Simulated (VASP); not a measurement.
# PbS in VASP: notebook

PbS is run at these levels: PBE; tasks: electric field gradients.

Program: VASP 6.6.1. These are calculated values, not measurements. Logs are shortened: lines on timing, memory, paths and dates and some standing lists are left out, and cuts for length are marked.

**1. The cell of the first run**

The cell holds a slab with vacuum, 4 atoms: a = 4.211 Å, b = 4.211 Å, c = 11.990 Å, α = 93.75°, β = 93.75°, γ = 89.21°.

**2. Electric field gradients, PBE (52.92 Å³/atom)**

Input file INCAR:

```
SYSTEM = PbS
PREC = Accurate
ENCUT = 520
EDIFF = 1E-8
ISMEAR = -1
SIGMA = 0.01
LREAL = .FALSE.
LASPH = .TRUE.
NELM = 80
ALGO = Normal
ISIF = 2
LWAVE = .FALSE.
LCHARG = .FALSE.
GGA = PE
LEFG = .TRUE.
NBANDS = 28
```

Input file KPOINTS:

```
regular mesh
0
G
  7 7 3
  0 0 0
```

Input file POSCAR:

```
PbS
1.0
    2.9981715043     -2.9568771850      0.0000000000
    2.9981715043      2.9568771850      0.0000000000
   -1.1012328289      0.0000000000     11.9389422255
Pb S
2 2
Direct
    0.7756000000      0.7756000000      0.6363800000
    0.2244000000      0.2244000000      0.3636200000
    0.2684000000      0.2684000000      0.5986000000
    0.7316000000      0.7316000000      0.4014000000
```

Potentials or basis: VASP PAW PBE potentials, release 64 (Pb_d, S).

Command:

```console
$ cat potpaw_PBE.64/Pb_d/POTCAR potpaw_PBE.64/S/POTCAR > POTCAR
$ mpirun -np 1 vasp_std > vasp.out
```

OUTCAR:

```text
SYSTEM = PbS
   PREC = Accurate
   ENCUT = 520
   EDIFF = 1E-8
   ISMEAR = -1
   LREAL = .FALSE.
   LASPH = .TRUE.
   NELM = 80
   ISIF = 2
   GGA = PE

 ion  position               nearest neighbor table
   1  0.776  0.776  0.636-   4 2.81   3 2.99   3 2.99   3 3.03   3 3.03
   2  0.224  0.224  0.364-   3 2.81   4 2.99   4 2.99   4 3.03   4 3.03
   3  0.268  0.268  0.599-   2 2.81   1 2.99   1 2.99   1 3.03   1 3.03
   4  0.732  0.732  0.401-   1 2.81   2 2.99   2 2.99   2 3.03   2 3.03

  LATTYP: Found a base centered monoclinic cell.
 ALAT       =     5.9963430086
 B/A-ratio  =     0.9862268322
 C/A-ratio  =     1.9994891547
 COS(beta)  =    -0.0918488301

  Lattice vectors:

 A1 = (   2.9981715043,  -2.9568771850,   0.0000000000)
 A2 = (   2.9981715043,   2.9568771850,   0.0000000000)
 A3 = (  -1.1012328289,   0.0000000000,  11.9389422255)

Analysis of symmetry for initial positions (statically):
=====================================================================
 Subroutine PRICEL returns:
 Original cell was already a primitive cell.

 Routine SETGRP: Setting up the symmetry group for a
 base centered monoclinic supercell.

 Subroutine GETGRP returns: Found  4 space group operations
 (whereof  4 operations were pure point group operations)
 out of a pool of  4 trial point group operations.

The static configuration has the point symmetry C_2h.

Analysis of symmetry for dynamics (positions and initial velocities):
=====================================================================
 Subroutine PRICEL returns:
 Original cell was already a primitive cell.

 Routine SETGRP: Setting up the symmetry group for a
 base centered monoclinic supercell.

 Subroutine GETGRP returns: Found  4 space group operations
 (whereof  4 operations were pure point group operations)
 out of a pool of  4 trial point group operations.

The dynamic configuration has the point symmetry C_2h.

 Subroutine INISYM returns: Found  4 space group operations
 (whereof  4 operations are pure point group operations),
 and found     1 'primitive' translations

----------------------------------------------------------------------------------------

                                     Primitive cell

  volume of cell :     211.6828

  direct lattice vectors                    reciprocal lattice vectors
     2.998171504 -2.956877185  0.000000000     0.166768312 -0.169097317  0.015382497
     2.998171504  2.956877185  0.000000000     0.166768312  0.169097317  0.015382497
    -1.101232829  0.000000000 11.938942225     0.000000000  0.000000000  0.083759514

  length of vectors
     4.210956549  4.210956549 11.989622813     0.237996205  0.237996205  0.083759514

  position of ions in fractional coordinates (direct lattice)
     0.775600000  0.775600000  0.636380000
     0.224400000  0.224400000  0.363620000
     0.268400000  0.268400000  0.598600000
     0.731600000  0.731600000  0.401400000

  ion indices of the primitive-cell ions
   primitive index   ion index
                 1           1
                 2           2
                 3           3
                 4           4

----------------------------------------------------------------------------------------

 KPOINTS: regular mesh

Automatic generation of k-mesh.
 Grid dimensions read from file:
 generate k-points for:    7    7    3

 Generating k-lattice:

  Cartesian coordinates                     Fractional coordinates (reciprocal lattice)
     0.023824045 -0.024156760  0.002197500     0.142857143  0.000000000  0.000000000
     0.023824045  0.024156760  0.002197500     0.000000000  0.142857143  0.000000000
     0.000000000  0.000000000  0.027919838     0.000000000  0.000000000  0.333333333

[... 39 lines left out ...]
   number of dos      NEDOS =    301   number of ions     NIONS =      4
   total plane-waves  NPLWV =  92160
   dimension x,y,z NGX =    32 NGY =   32 NGZ =   90
   dimension x,y,z NGXF=    64 NGYF=   64 NGZF=  180
   ions per type =               2   2
   NGX,Y,Z   is equivalent  to a cutoff of  12.63, 12.63, 12.48 a.u.
   NGXF,Y,Z  is equivalent  to a cutoff of  25.27, 25.27, 24.96 a.u.
 SYSTEM =  PbS
   PREC   = accura    normal or accurate (medium, high low for compatibility)
   ISTART =      0    job   : 0-new  1-cont  2-samecut
   ICHARG =      2    charge: 1-file 2-atom 10-const
   ISPIN  =      1    spin polarized calculation?
   LNONCOLLINEAR =      F non collinear calculations
   LSORBIT =      F    spin-orbit coupling
   LASPH  =      T    aspherical Exc in radial PAW
   ENCUT  =  520.0 eV  38.22 Ry    6.18 a.u.   7.83  7.83 22.29*2*pi/ulx,y,z
   NELM   =     80;   NELMIN=  2; NELMDL= -5     # of ELM steps
   EDIFF  = 0.1E-07   stopping-criterion for ELM
   LREAL  =      F    real-space projection
   EDIFFG = 0.1E-06   stopping-criterion for IOM
   NSW    =      0    number of steps for IOM
   IBRION =     -1    ionic relax: 0-MD 1-quasi-New 2-CG
   NFREE  =      0    steps in history (QN), initial steepest desc. (CG)
   ISIF   =      2    stress and relaxation
   ISYM   =      2    0-nonsym 1-usesym 2-fastsym
   POTIM  = 0.5000    time-step for ionic-motion
   TEBEG  =    0.0;   TEEND  =   0.0 temperature during run
   PSTRESS=    0.0 pullay stress
   NELECT =      40.0000    total number of electrons
   NUPDOWN=      -1.0000    fix difference up-down
   EMIN   =  10.00;   EMAX   =-10.00  energy-range for DOS
   EFERMI =   0.00;   METHOD = LEGACY
   ISMEAR =    -1;   SIGMA  =   0.01  broadening in eV -4-tet -1-fermi 0-gaus
   EFERMI_NEDOS =   21; number of points for ismear=-14 and -15
   IALGO  =     38    algorithm
   IMIX   =      4    mixing-type and parameters
     AMIX     =   0.40;   BMIX     =  1.00
     AMIX_MAG =   1.60;   BMIX_MAG =  1.00
  volume/ion in A,a.u.               =      52.92       357.13
  Fermi-wavevector in a.u.,A,eV,Ry     =   0.939434  1.775273 12.007636  0.882536
  Thomas-Fermi vector in A             =   2.066746
   LORBIT       =      0    0 simple, 1 ext, 2 COOP (PROOUT), +10 PAW based schemes
   GGA     = PE    functional components
   LHFCALC =     F    Hartree Fock is set to
   AEXX    =    0.0000 exact exchange contribution
   IVDW    =     0    specifies the selected vdW correction
   LEPSILON=     F    determine dielectric tensor
   LRPA    =     F    only Hartree local field effects (RPA)
 non-spin polarized calculation
  energy-cutoff  :      520.00
  volume of cell :      211.68
 maximum number of plane-waves:      5721
   NGX = 15   NGY = 15   NGZ = 45

 number of electron      40.0000001 magnetization

 Free energy of the ion-electron system (eV)
  ---------------------------------------------------
  ext. energy  EPLUGINS =         0.00000000
  ---------------------------------------------------
  free energy    TOTEN  =       -17.14610607 eV

  energy without entropy =      -17.14610607  energy(sigma->0) =      -17.14610607

 E-fermi :   0.5667     XC(G=0):  -5.7323

 val. band max:        0.3646089837   @ k =   0.0000   0.0000   0.0000
 cond. band min:       1.7141813725   @ k =   0.0000   0.0000   0.3333
 fundamental gap:      1.3495723888
 Fermi energy:         0.5666689461

 k-point     1 :       0.0000    0.0000    0.0000
  band No.  band energies     occupation
      1     -15.9605      2.00000
      2     -15.9042      2.00000
      3     -15.8985      2.00000
      4     -15.8976      2.00000
      5     -15.8749      2.00000
      6     -15.8690      2.00000
[... 733 lines left out ...]
     27       5.5725      0.00000
     28       6.7219      0.00000

 [... further k-points ...]

------------------------ aborting loop because EDIFF is reached ----------------------------------------

  FORCE on cell =-STRESS in cart. coord.  units (eV):
  Direction    XX          YY          ZZ          XY          YZ          ZX
  --------------------------------------------------------------------------------------
  -------------------------------------------------------------------------------------
  Total       -1.3688877     -0.4778400     -2.9912258      0.0000000      0.0000000     -0.0128569
  in kB      -10.3607880     -3.6166581    -22.6398826      0.0000000      0.0000000     -0.0973112
  external PRESSURE =     -12.2057762 kB  Pullay stress =       0.0000000 kB

 VOLUME and BASIS-vectors are now :
 -----------------------------------------------------------------------------
  energy-cutoff  :      520.00
  volume of cell :      211.68
      direct lattice vectors                 reciprocal lattice vectors
     2.998171504 -2.956877185  0.000000000     0.166768312 -0.169097317  0.015382497
     2.998171504  2.956877185  0.000000000     0.166768312  0.169097317  0.015382497
    -1.101232829  0.000000000 11.938942225     0.000000000  0.000000000  0.083759514

 POSITION                                       TOTAL-FORCE (eV/Angst)
 -----------------------------------------------------------------------------------
      3.94996      0.00000      7.59770        -0.000579      0.000000     -0.779262
      0.94515      0.00000      4.34124         0.000579      0.000000      0.779262
      0.95022      0.00000      7.14665        -0.004989      0.000000     -0.172613
      3.94489      0.00000      4.79229         0.004989      0.000000      0.172613
 -----------------------------------------------------------------------------------
    total drift:                                0.000000      0.000000      0.000000

  FREE ENERGIE OF THE ION-ELECTRON SYSTEM (eV)
  ---------------------------------------------------
  free  energy   TOTEN  =       -17.1461060719 eV

  energy  without entropy=      -17.1461060719  energy(sigma->0) =      -17.14610607

 Electric field gradients (V/A^2)
---------------------------------------------------------------------
 ion       V_xx      V_yy      V_zz      V_xy      V_xz      V_yz
---------------------------------------------------------------------
   1      89.845    35.803  -125.648    -0.000     0.350     0.000
   2      89.845    35.803  -125.648     0.000     0.350     0.000
   3      -0.445    -1.749     2.194     0.000     0.227    -0.000
   4      -0.445    -1.749     2.194     0.000     0.227    -0.000
---------------------------------------------------------------------

 Electric field gradients after diagonalization (V/A^2)
 (convention: |V_zz| > |V_xx| > |V_yy|)
----------------------------------------------------------------------
 ion       V_xx      V_yy      V_zz     asymmetry (V_yy - V_xx)/ V_zz
----------------------------------------------------------------------
   1      89.845    35.803  -125.648       0.430
   2      89.845    35.803  -125.648       0.430
   3      -1.749    -0.465     2.214       0.580
   4      -1.749    -0.465     2.214       0.580
----------------------------------------------------------------------

           NMR quadrupolar parameters

 Cq : quadrupolar parameter    Cq=e*Q*V_zz/h
 eta: asymmetry parameters     (V_yy - V_xx)/ V_zz
 Q  : nuclear electric quadrupole moment in mb (millibarn)
----------------------------------------------------------------------
 ion       Cq(MHz)       eta       Q (mb)
----------------------------------------------------------------------
   1      -0.304       0.430       1.000
   2      -0.304       0.430       1.000
   3       0.005       0.580       1.000
   4       0.005       0.580       1.000
----------------------------------------------------------------------
```

Wall time 7.5 min (1 thread of Intel Xeon 8259CL, shared host); peak memory 0.42 GiB.

Results:

* Free energy: -17.1461 eV
* Largest force: 0.779 eV/Å
* Band gap on the k mesh: 1.35 eV
* Largest electric field gradient by atom: Pb -125.6; S +2.2 V/Å²

Forces in eV/Å, atoms in the order of the input:
```
Pb  -0.001  0.000 -0.779
Pb   0.001  0.000  0.779
S   -0.005  0.000 -0.173
S    0.005  0.000  0.173
```

Levels at points of the mesh, in eV from the valence-band top:
| k point | band 17 | band 18 | band 19 | band 20 | band 21 | band 22 | band 23 | band 24 |
| --- | --- | --- | --- | --- | --- | --- | --- | --- |
| (0.00, 0.00, 0.00) | -2.17 | -1.27 | -1.16 | 0.00 | 1.44 | 3.02 | 4.98 | 5.14 |

Electric field gradients, principal values (V/Å²):
```
atom   least  middle  greatest (by size)
1 Pb  35.803  89.845            -125.648
2 Pb  35.803  89.845            -125.648
 3 S  -0.465  -1.749               2.214
 4 S  -0.465  -1.749               2.214
```

Caveat: there is no dipole correction, which matters where the two faces differ; without QUAD_EFG the Cq values of the log hold for a quadrupole moment of 1 mb, not for the nuclei; spin-orbit coupling is left out, which moves the levels of the heavy elements.

(Part 1 of 2 ends here.)
